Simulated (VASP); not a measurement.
# RbBr (Fm-3m) in VASP: a series of runs, part 2 of 2

VASP 6.6.1.

### 5 Single point, PBEsol (volume scaled by 1.02)

File INCAR:

```
SYSTEM = RbBr
ALGO     = Normal         ! electronic algorithm
EDIFF    = 1E-6           ! SCF threshold, eV
ENCUT    = 520            ! plane-wave cutoff, eV
GGA      = PS             ! functional
ISIF     = 2              ! what is computed and relaxed
ISMEAR   = -1             ! smearing method
LASPH    = .TRUE.         ! aspherical terms in the spheres
LCHARG   = .FALSE.        ! write CHGCAR
LREAL    = .FALSE.        ! projectors in reciprocal space
LWAVE    = .FALSE.        ! write WAVECAR
NBANDS   = 15             ! bands
NELM     = 60             ! most SCF steps
PREC     = Accurate       ! precision mode
SIGMA    = 0.05           ! smearing width, eV
```

File KPOINTS:

```
k-points
0
G
  7 7 7
  0 0 0
```

File POSCAR:

```
RbBr
1.0
    0.0000000000      3.4496960257      3.4496960257
    3.4496960257      0.0000000000      3.4496960257
    3.4496960257      3.4496960257      0.0000000000
Rb Br
1 1
Direct
    0.0000000000      0.0000000000      0.0000000000
    0.5000000000      0.5000000000      0.5000000000
```

Potentials or basis: VASP PAW PBE potentials, release 64 (Rb_sv, Br).

On the command line:

```console
$ cat potpaw_PBE.64/Rb_sv/POTCAR potpaw_PBE.64/Br/POTCAR > POTCAR
$ mpirun -np 1 vasp_std > vasp.out
```

OUTCAR:

```text
SYSTEM = RbBr
   EDIFF = 1E-6
   ENCUT = 520
   GGA = PS
   ISIF = 2
   ISMEAR = -1
   LASPH = .TRUE.
   LREAL = .FALSE.
   NELM = 60
   PREC = Accurate

 ion  position               nearest neighbor table
   1  0.000  0.000  0.000-   2 3.45   2 3.45   2 3.45   2 3.45   2 3.45   2 3.45
   2  0.500  0.500  0.500-   1 3.45   1 3.45   1 3.45   1 3.45   1 3.45   1 3.45

  LATTYP: Found a face centered cubic cell.
 ALAT       =     6.8993920514

  Lattice vectors:

 A1 = (   0.0000000000,   3.4496960257,   3.4496960257)
 A2 = (   3.4496960257,   0.0000000000,   3.4496960257)
 A3 = (   3.4496960257,   3.4496960257,   0.0000000000)

Analysis of symmetry for initial positions (statically):
=====================================================================
 Subroutine PRICEL returns:
 Original cell was already a primitive cell.

 Routine SETGRP: Setting up the symmetry group for a
 face centered cubic supercell.

 Subroutine GETGRP returns: Found 48 space group operations
 (whereof 48 operations were pure point group operations)
 out of a pool of 48 trial point group operations.

The static configuration has the point symmetry O_h .

Analysis of symmetry for dynamics (positions and initial velocities):
=====================================================================
 Subroutine PRICEL returns:
 Original cell was already a primitive cell.

 Routine SETGRP: Setting up the symmetry group for a
 face centered cubic supercell.

 Subroutine GETGRP returns: Found 48 space group operations
 (whereof 48 operations were pure point group operations)
 out of a pool of 48 trial point group operations.

The dynamic configuration has the point symmetry O_h .

 Subroutine INISYM returns: Found 48 space group operations
 (whereof 48 operations are pure point group operations),
 and found     1 'primitive' translations

----------------------------------------------------------------------------------------

                                     Primitive cell

  volume of cell :      82.1055

  direct lattice vectors                    reciprocal lattice vectors
     0.000000000  3.449696026  3.449696026    -0.144940307  0.144940307  0.144940307
     3.449696026  0.000000000  3.449696026     0.144940307 -0.144940307  0.144940307
     3.449696026  3.449696026  0.000000000     0.144940307  0.144940307 -0.144940307

  length of vectors
     4.878606906  4.878606906  4.878606906     0.251043975  0.251043975  0.251043975

  position of ions in fractional coordinates (direct lattice)
     0.000000000  0.000000000  0.000000000
     0.500000000  0.500000000  0.500000000

  ion indices of the primitive-cell ions
   primitive index   ion index
                 1           1
                 2           2

----------------------------------------------------------------------------------------

 KPOINTS: k-points

Automatic generation of k-mesh.
 Grid dimensions read from file:
 generate k-points for:    7    7    7

 Generating k-lattice:

  Cartesian coordinates                     Fractional coordinates (reciprocal lattice)
[... 21 lines left out ...]
  0.142857  0.142857  0.000000      6.000000
  0.285714  0.142857  0.000000     24.000000
[... 12 lines left out ...]
 -0.428571  0.428571  0.142857     24.000000
 -0.285714  0.428571  0.142857     24.000000
   k-points           NKPTS =     20   k-points in BZ     NKDIM =     20   number of bands    NBANDS=     15
   number of dos      NEDOS =    301   number of ions     NIONS =      2
   total plane-waves  NPLWV =  46656
   dimension x,y,z NGX =    36 NGY =   36 NGZ =   36
   dimension x,y,z NGXF=    72 NGYF=   72 NGZF=   72
   ions per type =               1   1
   NGX,Y,Z   is equivalent  to a cutoff of  12.27, 12.27, 12.27 a.u.
   NGXF,Y,Z  is equivalent  to a cutoff of  24.54, 24.54, 24.54 a.u.
 SYSTEM =  RbBr
   PREC   = accura    normal or accurate (medium, high low for compatibility)
   ISTART =      0    job   : 0-new  1-cont  2-samecut
   ICHARG =      2    charge: 1-file 2-atom 10-const
   ISPIN  =      1    spin polarized calculation?
   LNONCOLLINEAR =      F non collinear calculations
   LSORBIT =      F    spin-orbit coupling
   LASPH  =      T    aspherical Exc in radial PAW
   ENCUT  =  520.0 eV  38.22 Ry    6.18 a.u.   9.07  9.07  9.07*2*pi/ulx,y,z
   NELM   =     60;   NELMIN=  2; NELMDL= -5     # of ELM steps
   EDIFF  = 0.1E-05   stopping-criterion for ELM
   LREAL  =      F    real-space projection
   EDIFFG = 0.1E-04   stopping-criterion for IOM
   NSW    =      0    number of steps for IOM
   IBRION =     -1    ionic relax: 0-MD 1-quasi-New 2-CG
   NFREE  =      0    steps in history (QN), initial steepest desc. (CG)
   ISIF   =      2    stress and relaxation
   ISYM   =      2    0-nonsym 1-usesym 2-fastsym
   POTIM  = 0.5000    time-step for ionic-motion
   TEBEG  =    0.0;   TEEND  =   0.0 temperature during run
   PSTRESS=    0.0 pullay stress
   NELECT =      16.0000    total number of electrons
   NUPDOWN=      -1.0000    fix difference up-down
   EMIN   =  10.00;   EMAX   =-10.00  energy-range for DOS
   EFERMI =   0.00;   METHOD = LEGACY
   ISMEAR =    -1;   SIGMA  =   0.05  broadening in eV -4-tet -1-fermi 0-gaus
   EFERMI_NEDOS =   21; number of points for ismear=-14 and -15
   IALGO  =     38    algorithm
   IMIX   =      4    mixing-type and parameters
     AMIX     =   0.40;   BMIX     =  1.00
     AMIX_MAG =   1.60;   BMIX_MAG =  1.00
  volume/ion in A,a.u.               =      41.05       277.04
  Fermi-wavevector in a.u.,A,eV,Ry     =   0.949126  1.793589 12.256682  0.900841
  Thomas-Fermi vector in A             =   2.077380
   LORBIT       =      0    0 simple, 1 ext, 2 COOP (PROOUT), +10 PAW based schemes
   GGA     = PS    functional components
   LHFCALC =     F    Hartree Fock is set to
   AEXX    =    0.0000 exact exchange contribution
   IVDW    =     0    specifies the selected vdW correction
   LEPSILON=     F    determine dielectric tensor
   LRPA    =     F    only Hartree local field effects (RPA)
 non-spin polarized calculation
  energy-cutoff  :      520.00
  volume of cell :       82.11
 maximum number of plane-waves:      2229
   NGX = 19   NGY = 19   NGZ = 19

 number of electron      15.9999998 magnetization

 Free energy of the ion-electron system (eV)
  ---------------------------------------------------
  ext. energy  EPLUGINS =         0.00000000
  ---------------------------------------------------
  free energy    TOTEN  =        -6.35389361 eV

  energy without entropy =       -6.35389361  energy(sigma->0) =       -6.35389361

 E-fermi :  -0.8405     XC(G=0):  -7.3229

 val. band max:       -1.9177401270   @ k =   0.0000   0.0000   0.0000
 cond. band min:       2.2497974370   @ k =   0.0000   0.0000   0.0000
 fundamental gap:      4.1675375640
 Fermi energy:        -0.8404873369

 k-point     1 :       0.0000    0.0000    0.0000
  band No.  band energies     occupation
      1     -26.3148      2.00000
      2     -14.0911      2.00000
      3     -10.4003      2.00000
      4     -10.4003      2.00000
      5     -10.4003      2.00000
      6      -1.9177      2.00000
      7      -1.9177      2.00000
      8      -1.9177      2.00000
      9       2.2498      0.00000
     10       5.2803      0.00000
     11       5.2803      0.00000
     12       5.2803      0.00000
     13       6.1559      0.00000
     14       6.1559      0.00000
[... 329 lines left out ...]
      2     -14.0692      2.00000
      3     -10.5290      2.00000
      4     -10.4912      2.00000
      5     -10.3902      2.00000
      6      -2.4514      2.00000
      7      -2.2943      2.00000
      8      -2.2306      2.00000
      9       4.7447      0.00000
     10       5.4202      0.00000
     11       6.2303      0.00000
     12       6.5938      0.00000
     13       8.3694      0.00000
     14       8.5120      0.00000
     15       9.2730      0.00000

------------------------ aborting loop because EDIFF is reached ----------------------------------------

  FORCE on cell =-STRESS in cart. coord.  units (eV):
  Direction    XX          YY          ZZ          XY          YZ          ZX
  --------------------------------------------------------------------------------------
  -------------------------------------------------------------------------------------
  Total       -0.1455971     -0.1455971     -0.1455971      0.0000000      0.0000000      0.0000000
  in kB       -2.8411290     -2.8411290     -2.8411290      0.0000000      0.0000000      0.0000000
  external PRESSURE =      -2.8411290 kB  Pullay stress =       0.0000000 kB

 VOLUME and BASIS-vectors are now :
 -----------------------------------------------------------------------------
  energy-cutoff  :      520.00
  volume of cell :       82.11
      direct lattice vectors                 reciprocal lattice vectors
     0.000000000  3.449696026  3.449696026    -0.144940307  0.144940307  0.144940307
     3.449696026  0.000000000  3.449696026     0.144940307 -0.144940307  0.144940307
     3.449696026  3.449696026  0.000000000     0.144940307  0.144940307 -0.144940307

 POSITION                                       TOTAL-FORCE (eV/Angst)
 -----------------------------------------------------------------------------------
      0.00000      0.00000      0.00000        -0.000000      0.000000     -0.000000
      3.44970      3.44970      3.44970         0.000000     -0.000000      0.000000
 -----------------------------------------------------------------------------------
    total drift:                                0.000000      0.000000      0.000000

  FREE ENERGIE OF THE ION-ELECTRON SYSTEM (eV)
  ---------------------------------------------------
  free  energy   TOTEN  =        -6.3538936108 eV

  energy  without entropy=       -6.3538936108  energy(sigma->0) =       -6.35389361
```

Run time: 28 s. Hardware: 1 thread of Intel Xeon Platinum 8375C at 2.90GHz (Ice Lake), shared host; peak memory 0.21 GiB.

What came out:

- Free energy: -6.3539 eV
- Pressure: -0.3 GPa
- Band gap on the k mesh: 4.17 eV, direct

Levels at points of the mesh, in eV from the valence-band top:
| k point | band 6 | band 7 | band 8 | band 9 | band 10 | band 11 |
| --- | --- | --- | --- | --- | --- | --- |
| (0.00, 0.00, 0.00) | 0.00 | 0.00 | 0.00 | 4.17 | 7.20 | 7.20 |

Caveat: the PAW data sets were made with another functional, which shifts forces and pressure a little.

### 6 Single point, PBEsol (volume scaled by 1.04)

File INCAR:

```
SYSTEM = RbBr
ALGO = Normal
EDIFF = 1E-6
ENCUT = 520
GGA = PS
ISIF = 2
ISMEAR = -1
LASPH = .TRUE.
LCHARG = .FALSE.
LREAL = .FALSE.
LWAVE = .FALSE.
NBANDS = 15
NELM = 60
PREC = Accurate
SIGMA = 0.05
```

KPOINTS is that of step 5.

File POSCAR:

```
RbBr
1.0
    0.0000000000      3.4720972769      3.4720972769
    3.4720972769      0.0000000000      3.4720972769
    3.4720972769      3.4720972769      0.0000000000
Rb Br
1 1
Direct
    0.0000000000      0.0000000000      0.0000000000
    0.5000000000      0.5000000000      0.5000000000
```

Potentials or basis: VASP PAW PBE potentials, release 64 (Rb_sv, Br).

On the command line:

```console
$ cat potpaw_PBE.64/Rb_sv/POTCAR potpaw_PBE.64/Br/POTCAR > POTCAR
$ mpirun -np 1 vasp_std > vasp.out
```

It took 42 s on 1 thread of Intel Xeon Platinum 8375C at 2.90GHz (Ice Lake), shared host; peak memory 0.24 GiB.

The run converged. Its results:

```yaml
Free_energy: -6.3499 eV
Pressure: -0.5 GPa
Band_gap_on_the_k_mesh: 4.13 eV, direct
```

Levels at points of the mesh, in eV from the valence-band top:
| k point | band 5 | band 6 | band 7 | band 8 | band 9 | band 10 | band 11 | band 12 |
| --- | --- | --- | --- | --- | --- | --- | --- | --- |
| (0.00, 0.00, 0.00) | -8.52 | 0.00 | 0.00 | 0.00 | 4.13 | 7.19 | 7.19 | 7.19 |

Caveat: the PAW data sets were made with another functional, which shifts forces and pressure a little.

### 7 The runs side by side

```tsv
cell	gap on the mesh (eV)	pressure (GPa)
a = 4.748 Å, angles 60.0°, 2 atoms	4.36	1.0
a = 4.781 Å, angles 60.0°, 2 atoms	4.31	0.6
a = 4.814 Å, angles 60.0°, 2 atoms	4.26	0.3
a = 4.879 Å, angles 60.0°, 2 atoms	4.17	-0.3
a = 4.910 Å, angles 60.0°, 2 atoms	4.13	-0.5
```

Alike in all rows: task single point; level PBEsol; potentials or basis VASP PAW PBE potentials, release 64 (Rb_sv, Br); no spin polarisation; k mesh 7 × 7 × 7; cutoff (eV) 520; smearing fermi-dirac 0.05 eV.

Caveats: the PAW data sets were made with another functional, which shifts forces and pressure a little.

Total energies depend on the potentials used, so only differences within one code and one set of settings carry meaning.
